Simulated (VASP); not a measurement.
Runs of VASP 6.6.1 on Sb. The structure is that of space group I4/mmm (No. 139), or close to it. The cells are those of the table. 

```csv
level,cell,k mesh,gap on the mesh (eV),pressure (GPa)
RPBE,"a = 3.511 Å, angles 126.6, 126.6, 78.8°, 1 atom",12 × 12 × 12,none,(a)
PBE,"a = 3.534 Å, angles 126.6, 126.6, 78.8°, 1 atom",12 × 12 × 12,none,0.4
r2SCAN,"a = 3.487 Å, angles 126.6, 126.6, 78.8°, 1 atom",12 × 12 × 12,none,2.5
PBEsol,"a = 3.511 Å, angles 126.6, 126.6, 78.8°, 1 atom",8 × 8 × 8,none,(b)
r2SCAN,"a = 3.463 Å, angles 126.6, 126.6, 78.8°, 1 atom",12 × 12 × 12,none,4.2
```

Alike in all rows: task single point; potentials or basis VASP PAW PBE potentials, release 64 (Sb); no spin polarisation; cutoff (eV) 520; smearing fermi-dirac 0.05 eV.

**Question.** Fill in the values left out.

**Answer.** (a) 2.9; (b) -1.3.

Caveats: spin-orbit coupling is left out, which moves the levels of the heavy elements; the PAW data sets were made with another functional, which shifts forces and pressure a little (some runs).

A k mesh can miss the band edges, and the runs leave out spin-orbit coupling on Sb.

A gap of «none» marks levels without a gap at the run's occupations.
